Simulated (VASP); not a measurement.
Wanted: the native input for a VASP 6.6.1 run.

- Task: single point
- Functional: PBE
- Dispersion: D3(BJ)
- Potentials or basis: VASP PAW PBE potentials, release 64 (Te)
- Cutoff: 500 eV
- k mesh: 11 × 11 × 11
- Occupations: fermi-dirac, width 0.05 eV
- Spin: no spin polarisation
- Dipole correction: no
- Further INCAR settings: ALGO = Normal; EDIFF = 1e-06; NBANDS = 13

The structure of Te lies in POSCAR:

```
Te
1.0
    0.0000000000      3.2350000000      3.2350000000
    3.2350000000      0.0000000000      3.2350000000
    3.2350000000      3.2350000000      0.0000000000
Te
2
Direct
    1.0000000000      1.0000000000      1.0000000000
    0.2500000000      0.2500000000      0.2500000000
```

This isn't the form of Te at room conditions, which is trigonal, of chains.

The input as run:

INCAR

```
PREC = Accurate ; ENCUT = 500
EDIFF = 1E-6 ; ISMEAR = -1
SIGMA = 0.05 ; LREAL = F
LASPH = T ; NELM = 120
ALGO = Normal ; ISIF = 2
LWAVE = F ; LCHARG = F
GGA = PE ; IVDW = 12
NBANDS = 13 ; GGA_COMPAT = F
```

KPOINTS

```
regular mesh
0
Gamma
  11 11 11
```

Potentials or basis: VASP PAW PBE potentials, release 64 (Te).

Command:

```sh
$ cat potpaw_PBE.64/Te/POTCAR > POTCAR
$ mpirun -np 1 vasp_std > vasp.out
```

It gave:

The pressure is 14.1 GPa and the band gap on the k mesh is zero (bands 6 and 7 overlap by 1.64 eV). The dispersion energy per atom is -0.422 eV.

Caveat: three body term missing; the cell stands under pressure; spin-orbit coupling is left out, which moves the levels of the heavy elements.

Wall time 38 s on 1 thread of Intel(R) Xeon(R) Platinum 8259CL CPU @ 2.50GHz (Skylake/Cascade Lake) (shared host), peak memory 0.22 GiB.
